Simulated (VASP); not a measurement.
# AlN (Cmm2) in VASP: further runs

Runs on AlN. Level: PBE. Tasks: single point.

Everything below comes from runs of VASP 6.6.1. Logs are shortened: lines on timing, memory, paths and dates and some standing lists are left out, and cuts for length are marked.

## (1) The cell of the first run

It takes space group Cmm2 (No. 35, orthorhombic). Conventional cell: a = 6.227 Å, b = 6.227 Å, c = 4.403 Å, α = 90.00°, β = 90.00°, γ = 90.00°. Within 2.4 Å of Al (site symmetry m) lie 4 N at 1.82 to 1.91 Å. Within 2.5 Å of Al (site symmetry m) lie 4 N at 1.91 to 2.00 Å. N (site symmetry mm2) has 4 Al at 1.82 to 2.00 Å within 2.4 Å. Within 2.5 Å of N (site symmetry mm2) lie 4 Al at 1.91 Å. Within 2.5 Å of N (site symmetry 2) lie 4 Al at 1.91 Å.

## (2) Single point, PBE (atom 5 (N) moved -0.150 Å along Cartesian [0 0 1])

Input file INCAR:

```
SYSTEM = AlN
PREC = Accurate ; ENCUT = 520
EDIFF = 1E-7 ; ISMEAR = 0
SIGMA = 0.05 ; LREAL = .FALSE.
LASPH = .TRUE. ; NELM = 80
ALGO = Normal ; ISIF = 2
LWAVE = .FALSE. ; LCHARG = .FALSE.
GGA = PE ; NBANDS = 26
```

Input file KPOINTS:

```
Automatic mesh
0
G
  6 6 6
  0 0 0
```

Input file POSCAR:

```
AlN
1.0
    4.4031742088      0.0000000000      0.0000000000
    0.0000000000     -4.4031742088      0.0000000000
    0.0000000000      0.0000000000     -4.4031742088
Al N
4 4
Direct
    0.0000000000      0.0000000000      0.0000000000
    0.5000000000      0.5000000000      0.0000000000
    0.5000000000      0.0000000000      0.5000000000
    0.0000000000      0.5000000000      0.5000000000
    0.7500000000      0.7500000000      0.7840663333
    0.2500000000      0.2500000000      0.7500000000
    0.2500000000      0.7500000000      0.2500000000
    0.7500000000      0.2500000000      0.2500000000
```

Potentials or basis: VASP PAW PBE potentials, release 64 (Al, N).

Command:

```sh
cat potpaw_PBE.64/Al/POTCAR potpaw_PBE.64/N/POTCAR > POTCAR
mpirun -np 1 vasp_std > vasp.out
```

OUTCAR:

```text
SYSTEM = AlN
   PREC = Accurate
   ENCUT = 520
   EDIFF = 1E-7
   ISMEAR = 0
   LREAL = .FALSE.
   LASPH = .TRUE.
   NELM = 80
   ISIF = 2
   GGA = PE

 ion  position               nearest neighbor table
   1  0.000  0.000  0.000-   5 1.82   6 1.91   7 1.91   8 1.91   3 3.11   4 3.11   2 3.11   3 3.11
                             4 3.11   2 3.11   4 3.11   4 3.11   2 3.11   3 3.11   3 3.11   2 3.11
   2  0.500  0.500  0.000-   5 1.82   6 1.91   7 1.91   8 1.91   3 3.11   4 3.11   1 3.11   3 3.11
                             4 3.11   1 3.11   3 3.11   3 3.11   1 3.11   4 3.11   4 3.11   1 3.11
   3  0.500  0.000  0.500-   6 1.91   7 1.91   8 1.91   5 2.00   2 3.11   4 3.11   1 3.11   1 3.11
                             2 3.11   2 3.11   4 3.11   2 3.11   1 3.11   4 3.11   1 3.11   4 3.11
   4  0.000  0.500  0.500-   6 1.91   7 1.91   8 1.91   5 2.00   2 3.11   3 3.11   1 3.11   1 3.11
                             2 3.11   1 3.11   3 3.11   1 3.11   2 3.11   3 3.11   2 3.11   3 3.11
   5  0.750  0.750  0.784-   1 1.82   2 1.82   3 2.00   4 2.00
   6  0.250  0.250  0.750-   1 1.91   2 1.91   3 1.91   4 1.91
   7  0.250  0.750  0.250-   1 1.91   2 1.91   3 1.91   4 1.91
   8  0.750  0.250  0.250-   1 1.91   2 1.91   3 1.91   4 1.91

  LATTYP: Found a simple cubic cell.
 ALAT       =     4.4031742088

  Lattice vectors:

 A1 = (   4.4031742088,   0.0000000000,   0.0000000000)
 A2 = (   0.0000000000,  -4.4031742088,   0.0000000000)
 A3 = (   0.0000000000,   0.0000000000,  -4.4031742088)

Analysis of symmetry for initial positions (statically):
=====================================================================
 Subroutine PRICEL returns:
 Original cell was already a primitive cell.

 Routine SETGRP: Setting up the symmetry group for a
 simple cubic supercell.

 Subroutine GETGRP returns: Found  4 space group operations
 (whereof  2 operations were pure point group operations)
 out of a pool of 48 trial point group operations.

The static configuration has the point symmetry C_1h.
 The point group associated with its full space group is C_2v.

Analysis of symmetry for dynamics (positions and initial velocities):
=====================================================================
 Subroutine PRICEL returns:
 Original cell was already a primitive cell.

 Routine SETGRP: Setting up the symmetry group for a
 simple cubic supercell.

 Subroutine GETGRP returns: Found  4 space group operations
 (whereof  2 operations were pure point group operations)
 out of a pool of 48 trial point group operations.

The dynamic configuration has the point symmetry C_1h.
 The point group associated with its full space group is C_2v.

[... 113 lines left out ...]
   NSW    =      0    number of steps for IOM
   IBRION =     -1    ionic relax: 0-MD 1-quasi-New 2-CG
   NFREE  =      0    steps in history (QN), initial steepest desc. (CG)
   ISIF   =      2    stress and relaxation
   ISYM   =      2    0-nonsym 1-usesym 2-fastsym
   POTIM  = 0.5000    time-step for ionic-motion
   TEBEG  =    0.0;   TEEND  =   0.0 temperature during run
   PSTRESS=    0.0 pullay stress
   NELECT =      32.0000    total number of electrons
   NUPDOWN=      -1.0000    fix difference up-down
   EMIN   =  10.00;   EMAX   =-10.00  energy-range for DOS
   EFERMI =   0.00;   METHOD = LEGACY
   ISMEAR =     0;   SIGMA  =   0.05  broadening in eV -4-tet -1-fermi 0-gaus
   EFERMI_NEDOS =   21; number of points for ismear=-14 and -15
   IALGO  =     38    algorithm
   IMIX   =      4    mixing-type and parameters
     AMIX     =   0.40;   BMIX     =  1.00
     AMIX_MAG =   1.60;   BMIX_MAG =  1.00
  volume/ion in A,a.u.               =      10.67        72.01
  Fermi-wavevector in a.u.,A,eV,Ry     =   1.180390  2.230614 18.957286  1.393321
  Thomas-Fermi vector in A             =   2.316684
   LORBIT       =      0    0 simple, 1 ext, 2 COOP (PROOUT), +10 PAW based schemes
   GGA     = PE    functional components
   LHFCALC =     F    Hartree Fock is set to
   AEXX    =    0.0000 exact exchange contribution
   IVDW    =     0    specifies the selected vdW correction
   LEPSILON=     F    determine dielectric tensor
   LRPA    =     F    only Hartree local field effects (RPA)
 non-spin polarized calculation
 Gauss-broadening in eV      SIGMA  =   0.05
  energy-cutoff  :      520.00
  volume of cell :       85.37
 maximum number of plane-waves:      2325
 NGX is ok and might be reduce to    36
   NGX = 17   NGY = 17   NGZ = 17

 number of electron      31.9999997 magnetization

 Free energy of the ion-electron system (eV)
  ---------------------------------------------------
  ext. energy  EPLUGINS =         0.00000000
  ---------------------------------------------------
  free energy    TOTEN  =       -59.17996337 eV

  energy without entropy =      -59.17996337  energy(sigma->0) =      -59.17996337

 E-fermi :   6.0992     XC(G=0): -10.8294

 val. band max:        5.8501722422   @ k =   0.0000   0.0000   0.0000
 cond. band min:       9.0337064428   @ k =   0.0000   0.0000   0.0000
 fundamental gap:      3.1835342006
 Fermi energy:         6.0991560606

 k-point     1 :       0.0000    0.0000    0.0000
  band No.  band energies     occupation
      1      -9.1021      2.00000
      2      -6.5222      2.00000
      3      -6.5034      2.00000
      4      -6.4944      2.00000
      5       0.8692      2.00000
      6       0.9315      2.00000
[... 685 lines left out ...]
     25      16.9805      0.00000
     26      17.1384      0.00000

 [... further k-points ...]
[... 5 lines left out ...]
  --------------------------------------------------------------------------------------
  -------------------------------------------------------------------------------------
  Total        0.4722014      0.4722014     -0.1982487     -1.2501505      0.0000000      0.0000000
  in kB        8.8621729      8.8621729     -3.7206879    -23.4625538      0.0000000      0.0000000
  external PRESSURE =       4.6678860 kB  Pullay stress =       0.0000000 kB

 VOLUME and BASIS-vectors are now :
 -----------------------------------------------------------------------------
  energy-cutoff  :      520.00
  volume of cell :       85.37
      direct lattice vectors                 reciprocal lattice vectors
     4.403174209  0.000000000  0.000000000     0.227108888  0.000000000  0.000000000
     0.000000000 -4.403174209  0.000000000     0.000000000 -0.227108888  0.000000000
     0.000000000  0.000000000 -4.403174209     0.000000000  0.000000000 -0.227108888

 POSITION                                       TOTAL-FORCE (eV/Angst)
 -----------------------------------------------------------------------------------
      0.00000      0.00000      0.00000         0.439513     -0.439513     -0.590439
      2.20159     -2.20159      0.00000        -0.439513      0.439513     -0.590439
      2.20159      0.00000     -2.20159         0.201982      0.201982     -0.417151
      0.00000     -2.20159     -2.20159        -0.201982     -0.201982     -0.417151
      3.30238     -3.30238     -3.45238         0.000000     -0.000000      2.778189
      1.10079     -1.10079     -3.30238         0.000000     -0.000000      0.076393
      1.10079     -3.30238     -1.10079         0.000000     -0.000000     -0.419700
      3.30238     -1.10079     -1.10079         0.000000     -0.000000     -0.419700
 -----------------------------------------------------------------------------------
    total drift:                                0.000000      0.000000      0.000133

  FREE ENERGIE OF THE ION-ELECTRON SYSTEM (eV)
  ---------------------------------------------------
  free  energy   TOTEN  =       -59.1799633747 eV

  energy  without entropy=      -59.1799633747  energy(sigma->0) =      -59.17996337
```

Run time: 90 s. Hardware: 1 thread of Intel Xeon Platinum 8375C at 2.90GHz (Ice Lake), shared host; peak memory 0.25 GiB.

Results:

```yaml
Free_energy: -59.1800 eV
Pressure: 0.5 GPa
Largest_force: 2.778 eV/Å
Band_gap_on_the_k_mesh: 3.18 eV
```

Forces in eV/Å, atoms in the order of the input:
```
Al   0.440 -0.440 -0.590
Al  -0.440  0.440 -0.590
Al   0.202  0.202 -0.417
Al  -0.202 -0.202 -0.417
N    0.000  0.000  2.778
N    0.000  0.000  0.076
N    0.000  0.000 -0.420
N    0.000  0.000 -0.420
```

Stress tensor (GPa, compression positive):
```
 0.89 -2.35  0.00
-2.35  0.89  0.00
 0.00  0.00 -0.37
```

Levels at points of the mesh, in eV from the valence-band top:
```
           k point  band 13  band 14  band 15  band 16  band 17  band 18  band 19  band 20
(0.00, 0.00, 0.00)    -1.73    -0.20    -0.13     0.00     3.18     3.20     3.25     3.85
(0.50, 0.00, 0.00)    -1.07    -1.07    -1.04    -1.03     5.66     5.69     5.85     5.88
(0.00, 0.00, 0.50)    -1.26    -1.10    -1.04    -0.88     5.62     5.79     5.88     5.98
(0.50, 0.50, 0.00)    -0.79    -0.63    -0.61    -0.46     7.38     7.39     7.64     7.66
(0.00, 0.50, 0.50)    -0.71    -0.63    -0.60    -0.51     7.37     7.40     7.64     7.68
(0.50, 0.50, 0.50)    -0.58    -0.57    -0.55    -0.37     6.90     6.97     7.06     7.08
```

Caveat: the cell differs from its parent crystal (atom 5 (N) moved -0.150 Å along Cartesian [0 0 1]); forces of over 1 eV/Å act on the atoms, so gaps and moduli don't describe the material at rest. A k mesh can miss the band edges.

## (3) Single point, PBE (atom 5 (N) moved +0.225 Å along Cartesian [0 0 1])

Input file INCAR:

```
  PREC = Accurate
  ENCUT = 520
  EDIFF = 1E-6
  ISMEAR = 0
  SIGMA = 0.05
  LREAL = F
  LASPH = T
  NELM = 60
  ALGO = Normal
  ISIF = 2
  LWAVE = F
  LCHARG = F
  GGA = PE
  NBANDS = 26
```

Input file KPOINTS:

```
regular mesh
0
Gamma
  6 6 6
```

POSCAR, as its differences from that of step 2:

```diff
@@ -12,3 +12,3 @@
     0.0000000000      0.5000000000      0.5000000000
-    0.7500000000      0.7500000000      0.7840663333
+    0.7500000000      0.7500000000      0.6989005001
     0.2500000000      0.2500000000      0.7500000000
```

Potentials or basis: VASP PAW PBE potentials, release 64 (Al, N).

Command:

```sh
cat potpaw_PBE.64/Al/POTCAR potpaw_PBE.64/N/POTCAR > POTCAR
mpirun -np 1 vasp_std > vasp.out
```

Run time: 84 s. Hardware: 1 thread of Intel Xeon Platinum 8375C at 2.90GHz (Ice Lake), shared host; peak memory 0.24 GiB.

Results (log left out):

| Property | Result |
| --- | --- |
| Free energy | -58.9218 eV |
| Pressure | 1.4 GPa |
| Largest force | 4.096 eV/Å |
| Band gap on the k mesh | 3.10 eV |

Forces in eV/Å, atoms in the order of the input:
```
Al  -0.233  0.233  0.548
Al   0.233 -0.233  0.548
Al  -0.763 -0.763  0.927
Al   0.763  0.763  0.927
N    0.000  0.000 -4.096
N    0.000  0.000 -0.112
N    0.000  0.000  0.629
N    0.000  0.000  0.629
```

Stress tensor (GPa, compression positive):
```
 2.32  3.68  0.00
 3.68  2.32  0.00
 0.00  0.00 -0.51
```

Levels at points of the mesh, in eV from the valence-band top:
```csv
k point,band 13,band 14,band 15,band 16,band 17,band 18,band 19,band 20
"(0.00, 0.00, 0.00)",-1.72,-0.29,-0.21,0.00,3.10,3.13,3.26,3.76
"(0.50, 0.00, 0.00)",-1.13,-1.13,-1.06,-1.04,5.49,5.55,5.77,5.82
"(0.00, 0.00, 0.50)",-1.40,-1.17,-1.07,-0.84,5.50,5.74,5.83,6.00
"(0.50, 0.50, 0.00)",-0.93,-0.68,-0.66,-0.44,7.11,7.16,7.56,7.58
"(0.00, 0.50, 0.50)",-0.80,-0.69,-0.62,-0.51,7.09,7.16,7.58,7.63
"(0.50, 0.50, 0.50)",-0.64,-0.62,-0.58,-0.32,6.66,6.84,7.00,7.01
```

Caveat: the cell differs from its parent crystal (atom 5 (N) moved +0.225 Å along Cartesian [0 0 1]); forces of over 1 eV/Å act on the atoms, so gaps and moduli don't describe the material at rest. A k mesh can miss the band edges.

## (4) Single point, PBE (atom 5 (N) moved +0.075 Å along Cartesian [0 0 1])

Input file INCAR:

```
  ALGO = Normal
  EDIFF = 1E-6
  ENCUT = 520
  GGA = PE
  ISIF = 2
  ISMEAR = 0
  LASPH = True
  LCHARG = True
  LELF = True
  LREAL = False
  LVHAR = True
  LWAVE = False
  NBANDS = 26
  NELM = 60
  PREC = Accurate
  SIGMA = 0.05
```

Input file KPOINTS:

```
k-points
0
Gamma
  6 6 6
```

POSCAR, as its differences from that of step 3:

```diff
@@ -12,3 +12,3 @@
     0.0000000000      0.5000000000      0.5000000000
-    0.7500000000      0.7500000000      0.6989005001
+    0.7500000000      0.7500000000      0.7329668334
     0.2500000000      0.2500000000      0.7500000000
```

Command:

```sh
cat potpaw_PBE.64/Al/POTCAR potpaw_PBE.64/N/POTCAR > POTCAR
mpirun -np 1 vasp_std > vasp.out
```

Run time: 92 s. Hardware: 1 thread of Intel Xeon Platinum 8375C at 2.90GHz (Ice Lake), shared host; peak memory 0.24 GiB.

Results (log left out):

```
Free energy            : -59.3370 eV
Pressure               : -0.1 GPa
Largest force          : 1.403 eV/Å
Band gap on the k mesh : 3.25 eV
```

Forces on the atoms (eV/Å):
```
Al  -0.127  0.127  0.234
Al   0.127 -0.127  0.234
Al  -0.187 -0.187  0.278
Al   0.187  0.187  0.278
N    0.000  0.000 -1.403
N    0.000  0.000 -0.039
N    0.000  0.000  0.210
N    0.000  0.000  0.210
```

Stress tensor (GPa, compression positive):
```
 0.02  1.14  0.00
 1.14  0.02  0.00
 0.00  0.00 -0.29
```

Levels at points of the mesh, in eV from the valence-band top:
```tsv
k point	band 13	band 14	band 15	band 16	band 17	band 18	band 19	band 20
(0.00, 0.00, 0.00)	-1.74	-0.10	-0.06	0.00	3.25	3.25	3.27	3.93
(0.50, 0.00, 0.00)	-1.01	-1.01	-1.01	-1.00	5.77	5.78	5.93	5.94
(0.00, 0.00, 0.50)	-1.11	-1.03	-1.00	-0.92	5.73	5.83	5.94	5.97
(0.50, 0.50, 0.00)	-0.66	-0.57	-0.57	-0.49	7.57	7.59	7.69	7.71
(0.00, 0.50, 0.50)	-0.62	-0.57	-0.56	-0.52	7.58	7.58	7.69	7.71
(0.50, 0.50, 0.50)	-0.53	-0.52	-0.52	-0.42	7.07	7.07	7.11	7.13
```

Caveat: the cell differs from its parent crystal (atom 5 (N) moved +0.075 Å along Cartesian [0 0 1]); forces of over 1 eV/Å act on the atoms, so gaps and moduli don't describe the material at rest. A k mesh can miss the band edges.
